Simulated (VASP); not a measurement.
# Ru (P6_3/mmc) in VASP: further runs

The runs below take Ru through single point, with PBE.

Everything below comes from runs of VASP 6.6.1. Logs are shortened: lines on timing, memory, paths and dates and some standing lists are left out, and cuts for length are marked.

## 1. The cell of the first run

The structure is hexagonal, space group P6_3/mmc (No. 194). The conventional cell has a = 2.720 Å, b = 2.720 Å, c = 4.297 Å, α = 90.00°, β = 90.00°, γ = 120.00°. Within 3.5 Å of Ru (site symmetry -6m2) lie 12 Ru at 2.66 to 2.72 Å.

## 2. Single point, PBE

INCAR reads:

```
SYSTEM = Ru
ALGO = Fast ; EDIFF = 1E-6
ENCUT = 520 ; GGA = PE
ISIF = 2 ; ISMEAR = 0
LASPH = .TRUE. ; LCHARG = .FALSE.
LREAL = .FALSE. ; LWAVE = .FALSE.
NBANDS = 21 ; NELM = 60
PREC = Accurate ; SIGMA = 0.15
```

KPOINTS reads:

```
k-points
0
G
  21 21 12
  0 0 0
```

POSCAR reads:

```
Ru
1.0
    2.7197977386      0.0000000000      0.0000000000
   -1.3598988693      2.3554139348      0.0000000000
    0.0000000000      0.0000000000      4.2966597852
Ru
2
Direct
    0.3333333333      0.6666666667      0.2500000000
    0.6666666667      0.3333333333      0.7500000000
```

Potentials or basis: VASP PAW PBE potentials, release 64 (Ru_pv).

Command:

```console
cat potpaw_PBE.64/Ru_pv/POTCAR > POTCAR
mpirun -np 1 vasp_std > vasp.out
```

OUTCAR:

```text
SYSTEM = Ru
   EDIFF = 1E-6
   ENCUT = 520
   GGA = PE
   ISIF = 2
   ISMEAR = 0
   LASPH = .TRUE.
   LREAL = .FALSE.
   NELM = 60
   PREC = Accurate

 ion  position               nearest neighbor table
   1  0.333  0.667  0.250-   2 2.66   2 2.66   2 2.66   2 2.66   2 2.66   2 2.66
   2  0.667  0.333  0.750-   1 2.66   1 2.66   1 2.66   1 2.66   1 2.66   1 2.66

  LATTYP: Found a hexagonal cell.
 ALAT       =     2.7197977386
 C/A-ratio  =     1.5797718059

  Lattice vectors:

 A1 = (   2.7197977386,   0.0000000000,   0.0000000000)
 A2 = (  -1.3598988693,   2.3554139348,   0.0000000000)
 A3 = (   0.0000000000,   0.0000000000,   4.2966597852)

Analysis of symmetry for initial positions (statically):
=====================================================================
 Subroutine PRICEL returns:
 Original cell was already a primitive cell.

 Routine SETGRP: Setting up the symmetry group for a
 hexagonal supercell.

 Subroutine GETGRP returns: Found 24 space group operations
 (whereof 12 operations were pure point group operations)
 out of a pool of 24 trial point group operations.

The static configuration has the point symmetry D_3d.
 The point group associated with its full space group is D_6h.

Analysis of symmetry for dynamics (positions and initial velocities):
=====================================================================
 Subroutine PRICEL returns:
 Original cell was already a primitive cell.

 Routine SETGRP: Setting up the symmetry group for a
 hexagonal supercell.

 Subroutine GETGRP returns: Found 24 space group operations
 (whereof 12 operations were pure point group operations)
 out of a pool of 24 trial point group operations.

The dynamic configuration has the point symmetry D_3d.
 The point group associated with its full space group is D_6h.

 Subroutine INISYM returns: Found 24 space group operations
 (whereof 12 operations are pure point group operations),
 and found     1 'primitive' translations

----------------------------------------------------------------------------------------

                                     Primitive cell

  volume of cell :      27.5255

  direct lattice vectors                    reciprocal lattice vectors
     2.719797739  0.000000000  0.000000000     0.367674399  0.212276913  0.000000000
    -1.359898869  2.355413935  0.000000000     0.000000000  0.424553827  0.000000000
     0.000000000  0.000000000  4.296659785     0.000000000  0.000000000  0.232738930

  length of vectors
     2.719797739  2.719797739  4.296659785     0.424553827  0.424553827  0.232738930

  position of ions in fractional coordinates (direct lattice)
     0.333333333  0.666666667  0.250000000
     0.666666667  0.333333333  0.750000000

  ion indices of the primitive-cell ions
   primitive index   ion index
                 1           1
                 2           2

----------------------------------------------------------------------------------------

 KPOINTS: k-points

Automatic generation of k-mesh.
 Grid dimensions read from file:
 generate k-points for:   21   21   12

 Generating k-lattice:

  Cartesian coordinates                     Fractional coordinates (reciprocal lattice)
     0.017508305  0.010108424  0.000000000     0.047619048  0.000000000  0.000000000
     0.000000000  0.020216849  0.000000000     0.000000000  0.047619048  0.000000000
     0.000000000  0.000000000  0.019394911     0.000000000  0.000000000  0.083333333

  Length of vectors
     0.020216849  0.020216849  0.019394911

  Shift w.r.t. Gamma in fractional coordinates (k-lattice)
     0.000000000  0.000000000  0.000000000

 Subroutine IBZKPT returns following result:
 ===========================================

 Found    336 irreducible k-points:

 Following reciprocal coordinates:
            Coordinates               Weight
  0.000000  0.000000  0.000000      1.000000
  0.047619 -0.000000  0.000000      6.000000
  0.095238  0.000000  0.000000      6.000000
  0.142857 -0.000000  0.000000      6.000000
  0.190476  0.000000  0.000000      6.000000
  0.238095  0.000000  0.000000      6.000000
[... 16 lines left out ...]
  0.142857  0.095238  0.000000     12.000000
  0.190476  0.095238  0.000000     12.000000
 [... further k-points ...]
   k-points           NKPTS =    336   k-points in BZ     NKDIM =    336   number of bands    NBANDS=     21
   number of dos      NEDOS =    301   number of ions     NIONS =      2
   total plane-waves  NPLWV =  12800
   dimension x,y,z NGX =    20 NGY =   20 NGZ =   32
   dimension x,y,z NGXF=    40 NGYF=   40 NGZF=   64
   ions per type =               2
   NGX,Y,Z   is equivalent  to a cutoff of  12.22, 12.22, 12.38 a.u.
   NGXF,Y,Z  is equivalent  to a cutoff of  24.45, 24.45, 24.76 a.u.
 SYSTEM =  Ru
   PREC   = accura    normal or accurate (medium, high low for compatibility)
   ISTART =      0    job   : 0-new  1-cont  2-samecut
   ICHARG =      2    charge: 1-file 2-atom 10-const
   ISPIN  =      1    spin polarized calculation?
   LNONCOLLINEAR =      F non collinear calculations
   LSORBIT =      F    spin-orbit coupling
   LASPH  =      T    aspherical Exc in radial PAW
   ENCUT  =  520.0 eV  38.22 Ry    6.18 a.u.   5.06  5.06  7.99*2*pi/ulx,y,z
   NELM   =     60;   NELMIN=  2; NELMDL= -5     # of ELM steps
   EDIFF  = 0.1E-05   stopping-criterion for ELM
   LREAL  =      F    real-space projection
   EDIFFG = 0.1E-04   stopping-criterion for IOM
   NSW    =      0    number of steps for IOM
   IBRION =     -1    ionic relax: 0-MD 1-quasi-New 2-CG
   NFREE  =      0    steps in history (QN), initial steepest desc. (CG)
   ISIF   =      2    stress and relaxation
   ISYM   =      2    0-nonsym 1-usesym 2-fastsym
   POTIM  = 0.5000    time-step for ionic-motion
   TEBEG  =    0.0;   TEEND  =   0.0 temperature during run
   PSTRESS=    0.0 pullay stress
   NELECT =      28.0000    total number of electrons
   NUPDOWN=      -1.0000    fix difference up-down
   EMIN   =  10.00;   EMAX   =-10.00  energy-range for DOS
   EFERMI =   0.00;   METHOD = LEGACY
   ISMEAR =     0;   SIGMA  =   0.15  broadening in eV -4-tet -1-fermi 0-gaus
   EFERMI_NEDOS =   21; number of points for ismear=-14 and -15
   IALGO  =     68    algorithm
   IMIX   =      4    mixing-type and parameters
     AMIX     =   0.40;   BMIX     =  1.00
     AMIX_MAG =   1.60;   BMIX_MAG =  1.00
  volume/ion in A,a.u.               =      13.76        92.88
  Fermi-wavevector in a.u.,A,eV,Ry     =   1.646453  3.111344 36.882758  2.710806
  Thomas-Fermi vector in A             =   2.736078
   LORBIT       =      0    0 simple, 1 ext, 2 COOP (PROOUT), +10 PAW based schemes
   GGA     = PE    functional components
   LHFCALC =     F    Hartree Fock is set to
   AEXX    =    0.0000 exact exchange contribution
   IVDW    =     0    specifies the selected vdW correction
   LEPSILON=     F    determine dielectric tensor
   LRPA    =     F    only Hartree local field effects (RPA)
 non-spin polarized calculation
 RMM-DIIS sequential band-by-band and
 Gauss-broadening in eV      SIGMA  =   0.15
  energy-cutoff  :      520.00
  volume of cell :       27.53
 maximum number of plane-waves:       760
   NGX = 11   NGY = 11   NGZ = 15

 number of electron      28.0000013 magnetization

 Free energy of the ion-electron system (eV)
  ---------------------------------------------------
  ext. energy  EPLUGINS =         0.00000000
  ---------------------------------------------------
  free energy    TOTEN  =       -18.47726261 eV

  energy without entropy =      -18.45721237  energy(sigma->0) =      -18.46723749

 E-fermi :  12.6044     XC(G=0): -14.0355

 val. band max:       12.6026332032   @ k =   0.2381   0.0476   0.0000
 cond. band min:      12.6068706931   @ k =   0.2857   0.1905   0.2500
 fundamental gap:      0.0042374899
 Fermi energy:        12.6043667206

 k-point     1 :       0.0000    0.0000    0.0000
  band No.  band energies     occupation
      1     -31.0071      2.00000
      2     -30.1144      2.00000
      3     -30.1144      2.00000
      4     -29.9499      2.00000
      5     -29.9499      2.00000
      6     -29.9100      2.00000
[... 13 lines left out ...]
     20      23.0293      0.00000
     21      23.0430      0.00000

 k-point     2 :       0.0476   -0.0000    0.0000
  band No.  band energies     occupation
      1     -30.9997      2.00000
      2     -30.1302      2.00000
      3     -30.1198      2.00000
      4     -29.9664      2.00000
      5     -29.9520      2.00000
      6     -29.9135      2.00000
[... 13 lines left out ...]
     20      23.0293      0.00000
     21      23.0423      0.00000

 k-point     3 :       0.0952    0.0000    0.0000
  band No.  band energies     occupation
      1     -30.9777      2.00000
      2     -30.1760      2.00000
      3     -30.1352      2.00000
      4     -30.0141      2.00000
      5     -29.9584      2.00000
      6     -29.9239      2.00000
[... 13 lines left out ...]
     20      23.0292      0.00000
     21      23.0407      0.00000

 k-point     4 :       0.1429   -0.0000    0.0000
  band No.  band energies     occupation
      1     -30.9422      2.00000
      2     -30.2478      2.00000
      3     -30.1589      2.00000
      4     -30.0878      2.00000
      5     -29.9689      2.00000
      6     -29.9413      2.00000
[... 13 lines left out ...]
     20      23.0292      0.00000
     21      23.0385      0.00000

 k-point     5 :       0.1905    0.0000    0.0000
  band No.  band energies     occupation
      1     -30.8947      2.00000
      2     -30.3393      2.00000
      3     -30.1883      2.00000
      4     -30.1800      2.00000
      5     -29.9827      2.00000
      6     -29.9656      2.00000
[... 13 lines left out ...]
     20      23.0292      0.00000
     21      23.0364      0.00000
[... 382 lines left out ...]
     20      24.5232      0.00000
     21      25.2271      0.00000

 k-point    22 :       0.0952    0.0952    0.0000
  band No.  band energies     occupation
      1     -30.9215      2.00000
      2     -30.2742      2.00000
      3     -30.2068      2.00000
      4     -30.0986      2.00000
      5     -29.9849      2.00000
      6     -29.9518      2.00000
[... 13 lines left out ...]
     20      23.0292      0.00000
     21      23.0376      0.00000

 k-point    23 :       0.1429    0.0952    0.0000
  band No.  band energies     occupation
      1     -30.8750      2.00000
      2     -30.3514      2.00000
      3     -30.2763      2.00000
      4     -30.1475      2.00000
      5     -30.0059      2.00000
      6     -29.9761      2.00000
[... 13 lines left out ...]
     20      23.0292      0.00000
     21      23.0360      0.00000

 k-point    24 :       0.1905    0.0952    0.0000
  band No.  band energies     occupation
      1     -30.8189      2.00000
      2     -30.4442      2.00000
      3     -30.3522      2.00000
      4     -30.1985      2.00000
      5     -30.0278      2.00000
      6     -30.0073      2.00000
[... 13 lines left out ...]
     20      23.0291      0.00000
     21      23.0347      0.00000

 [... further k-points ...]

------------------------ aborting loop because EDIFF is reached ----------------------------------------

  FORCE on cell =-STRESS in cart. coord.  units (eV):
  Direction    XX          YY          ZZ          XY          YZ          ZX
  --------------------------------------------------------------------------------------
  -------------------------------------------------------------------------------------
  Total        0.0361912      0.0361912     -0.0700294     -0.0000000      0.0000000      0.0000000
  in kB        2.1065850      2.1065850     -4.0762041     -0.0000000      0.0000000      0.0000000
  external PRESSURE =       0.0456553 kB  Pullay stress =       0.0000000 kB

 VOLUME and BASIS-vectors are now :
 -----------------------------------------------------------------------------
  energy-cutoff  :      520.00
  volume of cell :       27.53
      direct lattice vectors                 reciprocal lattice vectors
     2.719797739  0.000000000  0.000000000     0.367674399  0.212276913  0.000000000
    -1.359898869  2.355413935  0.000000000     0.000000000  0.424553827  0.000000000
     0.000000000  0.000000000  4.296659785     0.000000000  0.000000000  0.232738930

 POSITION                                       TOTAL-FORCE (eV/Angst)
 -----------------------------------------------------------------------------------
     -0.00000      1.57028      1.07416        -0.000000      0.000000      0.000000
      1.35990      0.78514      3.22249         0.000000     -0.000000      0.000000
 -----------------------------------------------------------------------------------
    total drift:                               -0.000000      0.000000     -0.000000

  FREE ENERGIE OF THE ION-ELECTRON SYSTEM (eV)
  ---------------------------------------------------
  free  energy   TOTEN  =       -18.4772626115 eV

  energy  without entropy=      -18.4572123690  energy(sigma->0) =      -18.46723749
```

Run time: 1.9 min. Hardware: 1 thread of Intel Xeon Platinum 8259CL at 2.50GHz (Skylake/Cascade Lake), shared host; peak memory 0.25 GiB.

Results:

```yaml
Free_energy: -18.4773 eV
Pressure: 0.0 GPa
Band_gap_on_the_k_mesh: zero (bands 14 and 15 overlap by 3.11 eV)
```

Levels at points of the mesh, in eV from the Fermi level:
| k point | band 10 | band 11 | band 12 | band 13 | band 14 | band 15 | band 16 | band 17 | band 18 | band 19 |
| --- | --- | --- | --- | --- | --- | --- | --- | --- | --- | --- |
| (0.00, 0.00, 0.00) | -2.55 | -2.37 | -1.88 | -1.88 | -1.39 | -1.39 | 1.15 | 1.15 | 1.29 | 10.15 |
| (0.00, 0.00, 0.50) | -2.72 | -2.72 | -2.72 | -2.67 | -2.67 | 0.52 | 0.52 | 0.52 | 0.52 | 10.42 |

## 3. Single point, PBE

INCAR reads:

```
PREC = Accurate
ENCUT = 520
EDIFF = 1E-6
ISMEAR = 0
SIGMA = 0.15
LREAL = F
LASPH = T
NELM = 80
ALGO = Fast
ISIF = 2
LWAVE = F
LCHARG = F
GGA = PE
NBANDS = 21
```

KPOINTS reads:

```
regular mesh
0
Gamma
  21 21 12
```

POSCAR is that of step 2.

Potentials or basis: VASP PAW PBE potentials, release 64 (Ru_pv).

Command:

```console
cat potpaw_PBE.64/Ru_pv/POTCAR > POTCAR
mpirun -np 1 vasp_std > vasp.out
```

It took 2 min on 1 thread of Intel Xeon Platinum 8259CL at 2.50GHz (Skylake/Cascade Lake), shared host; peak memory 0.26 GiB.

The run converged. Its results:

```yaml
Free_energy: -18.4773 eV
Pressure: 0.0 GPa
Band_gap_on_the_k_mesh: zero (bands 14 and 15 overlap by 3.11 eV)
```

Stress tensor (GPa, compression positive):
```
 0.21  0.00  0.00
 0.00  0.21  0.00
 0.00  0.00 -0.41
```

Levels at points of the mesh, in eV from the Fermi level:
| k point | band 10 | band 11 | band 12 | band 13 | band 14 | band 15 | band 16 | band 17 | band 18 | band 19 |
| --- | --- | --- | --- | --- | --- | --- | --- | --- | --- | --- |
| (0.00, 0.00, 0.00) | -2.55 | -2.37 | -1.88 | -1.88 | -1.39 | -1.39 | 1.15 | 1.15 | 1.29 | 10.15 |
| (0.00, 0.00, 0.50) | -2.72 | -2.72 | -2.72 | -2.67 | -2.67 | 0.52 | 0.52 | 0.52 | 0.52 | 10.42 |

## 4. Single point, PBE

INCAR reads:

```
PREC = Accurate ; ENCUT = 520
EDIFF = 1E-6 ; ISMEAR = 0
SIGMA = 0.1 ; LREAL = False
LASPH = True ; NELM = 100
ALGO = Normal ; ISIF = 2
LWAVE = False ; LCHARG = False
GGA = PE ; NBANDS = 21
```

KPOINTS reads:

```
Automatic mesh
0
Gamma
  18 18 10
```

POSCAR is that of step 3.

Command:

```console
cat potpaw_PBE.64/Ru_pv/POTCAR > POTCAR
mpirun -np 1 vasp_std > vasp.out
```

Wall time 88 s (1 thread of Intel Xeon Platinum 8259CL at 2.50GHz (Skylake/Cascade Lake), shared host); peak memory 0.21 GiB.

The run converged. Its results:

| Item | Value |
| --- | --- |
| Free energy | -18.4717 eV |
| Pressure | -0.1 GPa |
| Band gap on the k mesh | zero (bands 14 and 15 overlap by 3.07 eV) |

Levels at points of the mesh, in eV from the Fermi level:
```tsv
k point	band 11	band 12	band 13	band 14	band 15	band 16	band 17	band 18
(0.00, 0.00, 0.00)	-2.35	-1.86	-1.86	-1.37	-1.37	1.16	1.16	1.30
(0.50, 0.00, 0.00)	-2.02	-1.77	-1.48	1.39	1.80	1.88	3.99	6.03
(0.00, 0.00, 0.50)	-2.70	-2.70	-2.65	-2.65	0.54	0.54	0.54	0.54
(0.50, 0.00, 0.50)	-1.03	-1.03	0.45	0.45	1.64	1.64	3.35	3.35
```
